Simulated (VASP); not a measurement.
# KF (Pm-3m) in VASP: a series of runs

KF is run at these levels: PBE-based screened hybrid with 50 % exact exchange, PBE-based screened hybrid with 30 % exact exchange; tasks: single point.

All numbers are computed with VASP 6.6.1; they aren't measurements. Logs are shortened: lines on timing, memory, paths and dates and some standing lists are left out, and cuts for length are marked.

## 1. The cell of the first run

It takes space group Pm-3m (No. 221, cubic). Conventional cell: a = 3.179 Å, b = 3.179 Å, c = 3.179 Å, α = 90.00°, β = 90.00°, γ = 90.00°. K (site symmetry m-3m) has 8 F at 2.75 Å and 6 K at 3.18 Å within 3.6 Å. Within 3.6 Å of F (site symmetry m-3m) lie 8 K at 2.75 Å and 6 F at 3.18 Å.

## 2. Single point, PBE-based screened hybrid with 50 % exact exchange

File POSCAR:

```
KF
1.0
    3.1788706815      0.0000000000      0.0000000000
    0.0000000000      3.1788706815      0.0000000000
    0.0000000000      0.0000000000      3.1788706815
K F
1 1
Direct
    0.0000000000      0.0000000000      0.0000000000
    0.5000000000      0.5000000000      0.5000000000
```

File INCAR.step1:

```
PREC = Accurate
ENCUT = 520
EDIFF = 1E-5
ISMEAR = 0
SIGMA = 0.01
LREAL = F
LASPH = T
NELM = 100
ALGO = Normal
ISIF = 2
LWAVE = T
LCHARG = F
GGA = PE
NBANDS = 15
```

File INCAR.step2:

```
PREC = Accurate
ENCUT = 520
EDIFF = 1E-7
ISMEAR = 0
SIGMA = 0.01
LREAL = F
LASPH = T
NELM = 100
ALGO = Normal
ISIF = 2
LWAVE = F
LCHARG = F
GGA = PE
LHFCALC = T
AEXX = 0.5
HFSCREEN = 0.5
PRECFOCK = Normal
ISTART = 1
NBANDS = 15
```

File KPOINTS:

```
regular mesh
0
Gamma
  4 4 4
```

Potentials or basis: VASP PAW PBE potentials, release 64 (K_sv, F).

Run with:

```console
> cat potpaw_PBE.64/K_sv/POTCAR potpaw_PBE.64/F/POTCAR > POTCAR
> cp INCAR.step1 INCAR
> mpirun -np 1 vasp_std > vasp.out
> cp INCAR.step2 INCAR
> mpirun -np 1 vasp_std > vasp.out
```

OUTCAR:

```text
PREC = Accurate
   ENCUT = 520
   EDIFF = 1E-7
   ISMEAR = 0
   LREAL = F
   LASPH = T
   NELM = 100
   ISIF = 2
   GGA = PE
   LHFCALC = T
   AEXX = 0.5
   HFSCREEN = 0.5
   PRECFOCK = Normal
   ISTART = 1

 ion  position               nearest neighbor table
   1  0.000  0.000  0.000-   2 2.75   2 2.75   2 2.75   2 2.75   2 2.75   2 2.75   2 2.75   2 2.75

   2  0.500  0.500  0.500-   1 2.75   1 2.75   1 2.75   1 2.75   1 2.75   1 2.75   1 2.75   1 2.75

  LATTYP: Found a simple cubic cell.
 ALAT       =     3.1788706815

  Lattice vectors:

 A1 = (   3.1788706815,   0.0000000000,   0.0000000000)
 A2 = (   0.0000000000,   3.1788706815,   0.0000000000)
 A3 = (   0.0000000000,   0.0000000000,   3.1788706815)

Analysis of symmetry for initial positions (statically):
=====================================================================
 Subroutine PRICEL returns:
 Original cell was already a primitive cell.

 Routine SETGRP: Setting up the symmetry group for a
 simple cubic supercell.

 Subroutine GETGRP returns: Found 48 space group operations
 (whereof 48 operations were pure point group operations)
 out of a pool of 48 trial point group operations.

The static configuration has the point symmetry O_h .

Analysis of symmetry for dynamics (positions and initial velocities):
=====================================================================
 Subroutine PRICEL returns:
 Original cell was already a primitive cell.

 Routine SETGRP: Setting up the symmetry group for a
 simple cubic supercell.

 Subroutine GETGRP returns: Found 48 space group operations
 (whereof 48 operations were pure point group operations)
 out of a pool of 48 trial point group operations.

The dynamic configuration has the point symmetry O_h .

 Subroutine INISYM returns: Found 48 space group operations
 (whereof 48 operations are pure point group operations),
 and found     1 'primitive' translations

----------------------------------------------------------------------------------------

                                     Primitive cell

  volume of cell :      32.1232

  direct lattice vectors                    reciprocal lattice vectors
     3.178870681  0.000000000  0.000000000     0.314577125  0.000000000  0.000000000
     0.000000000  3.178870681  0.000000000     0.000000000  0.314577125  0.000000000
     0.000000000  0.000000000  3.178870681     0.000000000  0.000000000  0.314577125
[... 86 lines left out ...]
   IALGO  =     38    algorithm
   IMIX   =      1    mixing-type and parameters
     AMIX     =   0.40;   BMIX     =  1.00
     AMIX_MAG =   1.60;   BMIX_MAG =  1.00
  volume/ion in A,a.u.               =      16.06       108.39
  Fermi-wavevector in a.u.,A,eV,Ry     =   1.297703  2.452303 22.912660  1.684033
  Thomas-Fermi vector in A             =   2.429078
   LORBIT       =      0    0 simple, 1 ext, 2 COOP (PROOUT), +10 PAW based schemes
   GGA     = PE    functional components
   LHFCALC =     T    Hartree Fock is set to
   PRECFOCK=normal    Normal, Fast or Accurate (Low or Medium for compatibility)
   ENCUT4O =  -1.0   cutoff for four orbital integrals eV
   NKREDX  =     1    reduce k-point grid by
   NKREDY  =     1    reduce k-point grid by
   NKREDZ  =     1    reduce k-point grid by
   AEXX    =    0.5000 exact exchange contribution
   HFSCREEN=    0.5000 screening length (either q_TF or 0.3 A-1)
   HFSCREENC=   0.5000 screening length for correlation (either q_TF or 0.3 A-1)
   ENCUTFOCK=  -1.0 apply spherical cutoff to Coloumb kernel
   IVDW    =     0    specifies the selected vdW correction
   LEPSILON=     F    determine dielectric tensor
   LRPA    =     F    only Hartree local field effects (RPA)
 non-spin polarized calculation
 Gauss-broadening in eV      SIGMA  =   0.01
  energy-cutoff  :      520.00
  volume of cell :       32.12
 maximum number of plane-waves:       912
 NGX is ok and might be reduce to    24
  NGX = 18; NGY = 18; NGZ = 18

 number of electron      15.9999985 magnetization

 Free energy of the ion-electron system (eV)
  ---------------------------------------------------
  ext. energy  EPLUGINS =         0.00000000
  ---------------------------------------------------
  free energy    TOTEN  =       -10.48719035 eV

  energy without entropy =      -10.48719035  energy(sigma->0) =      -10.48719035

 E-fermi :  -4.0272     XC(G=0):  -6.9285

 val. band max:       -4.0845097886   @ k =   0.5000   0.5000   0.0000
 cond. band min:       5.4216683465   @ k =   0.0000   0.0000   0.0000
 fundamental gap:      9.5061781351
 Fermi energy:        -4.0271733398

 k-point     1 :       0.0000    0.0000    0.0000
  band No.  band energies     occupation
      1     -33.6371      2.00000
      2     -25.9412      2.00000
      3     -14.0384      2.00000
      4     -14.0384      2.00000
      5     -14.0384      2.00000
      6      -4.1071      2.00000
      7      -4.1071      2.00000
      8      -4.1071      2.00000
      9       5.4217      0.00000
     10       7.2214      0.00000
     11       7.2214      0.00000
     12      13.8563      0.00000
     13      13.8563      0.00000
     14      13.8563      0.00000
[... 149 lines left out ...]
      2     -25.7608      2.00000
      3     -14.7317      2.00000
      4     -14.7317      2.00000
      5     -14.7317      2.00000
      6      -5.2184      2.00000
      7      -5.2184      2.00000
      8      -5.2184      2.00000
      9       9.8368      0.00000
     10       9.8368      0.00000
     11       9.8369      0.00000
     12      14.9454      0.00000
     13      14.9454      0.00000
     14      14.9454      0.00000
     15      15.9693      0.00000

------------------------ aborting loop because EDIFF is reached ----------------------------------------

  FORCE on cell =-STRESS in cart. coord.  units (eV):
  Direction    XX          YY          ZZ          XY          YZ          ZX
  --------------------------------------------------------------------------------------
  -------------------------------------------------------------------------------------
  Total        0.1054938      0.1054938      0.1054938      0.0000000      0.0000000      0.0000000
  in kB        5.2616124      5.2616124      5.2616124      0.0000000      0.0000000      0.0000000
  external PRESSURE =       5.2616124 kB  Pullay stress =       0.0000000 kB

 VOLUME and BASIS-vectors are now :
 -----------------------------------------------------------------------------
  energy-cutoff  :      520.00
  volume of cell :       32.12
      direct lattice vectors                 reciprocal lattice vectors
     3.178870681  0.000000000  0.000000000     0.314577125  0.000000000  0.000000000
     0.000000000  3.178870681  0.000000000     0.000000000  0.314577125  0.000000000
     0.000000000  0.000000000  3.178870681     0.000000000  0.000000000  0.314577125

 POSITION                                       TOTAL-FORCE (eV/Angst)
 -----------------------------------------------------------------------------------
      0.00000      0.00000      0.00000         0.000000      0.000000      0.000000
      1.58944      1.58944      1.58944         0.000000      0.000000      0.000000
 -----------------------------------------------------------------------------------
    total drift:                                0.000000      0.000000      0.000000

  FREE ENERGIE OF THE ION-ELECTRON SYSTEM (eV)
  ---------------------------------------------------
  free  energy   TOTEN  =       -10.4871903489 eV

  energy  without entropy=      -10.4871903489  energy(sigma->0) =      -10.48719035
```

OSZICAR.step1:

```text
N       E                     dE             d eps       ncg     rms          rms(c)
DAV:   1     0.105464169327E+03    0.10546E+03   -0.85734E+03   300   0.106E+03
DAV:   2    -0.520090875483E+01   -0.11067E+03   -0.10137E+03   398   0.283E+02
DAV:   3    -0.915416969024E+01   -0.39533E+01   -0.39298E+01   356   0.470E+01
DAV:   4    -0.926355064633E+01   -0.10938E+00   -0.10937E+00   421   0.744E+00
DAV:   5    -0.926626517043E+01   -0.27145E-02   -0.27145E-02   407   0.851E-01    0.604E+00
DAV:   6    -0.813219280339E+01    0.11341E+01   -0.26884E+00   321   0.139E+01    0.416E+00
DAV:   7    -0.808960385819E+01    0.42589E-01   -0.66517E-02   357   0.223E+00    0.221E+00
DAV:   8    -0.806731243534E+01    0.22291E-01   -0.39373E-02   328   0.207E+00    0.292E-01
DAV:   9    -0.806792019264E+01   -0.60776E-03   -0.28403E-03   416   0.516E-01    0.111E-01
DAV:  10    -0.806807191645E+01   -0.15172E-03   -0.34435E-04   344   0.194E-01    0.793E-02
DAV:  11    -0.806810168246E+01   -0.29766E-04   -0.41988E-05   364   0.732E-02    0.195E-02
DAV:  12    -0.806809794454E+01    0.37379E-05   -0.74653E-06   277   0.363E-02
   1 F= -.80680979E+01 E0= -.80680979E+01  d E =-.162509E-90
```

Wall time 7.1 min (1 thread of Intel Xeon 8259CL, shared host); peak memory 0.25 GiB.

Results:

```yaml
Free_energy: -10.4872 eV
Pressure: 0.5 GPa
Band_gap_on_the_k_mesh: 9.51 eV (least direct gap 9.53 eV)
```

Levels at points of the mesh, in eV from the valence-band top:
```tsv
k point	band 5	band 6	band 7	band 8	band 9	band 10	band 11	band 12
(0.00, 0.00, 0.00)	-9.95	-0.02	-0.02	-0.02	9.51	11.31	11.31	17.94
(0.50, 0.00, 0.00)	-9.80	-1.28	-0.17	-0.17	12.51	12.76	14.51	16.25
(0.50, 0.50, 0.00)	-9.70	-0.61	-0.61	0.00	11.63	12.19	15.50	15.50
(0.50, 0.50, 0.50)	-10.65	-1.13	-1.13	-1.13	13.92	13.92	13.92	19.03
```

Caveat: the k points lie up to 0.49 Å⁻¹ apart; the PAW data sets were made with another functional, which shifts forces and pressure a little.

(Part 1 of 2 ends here.)
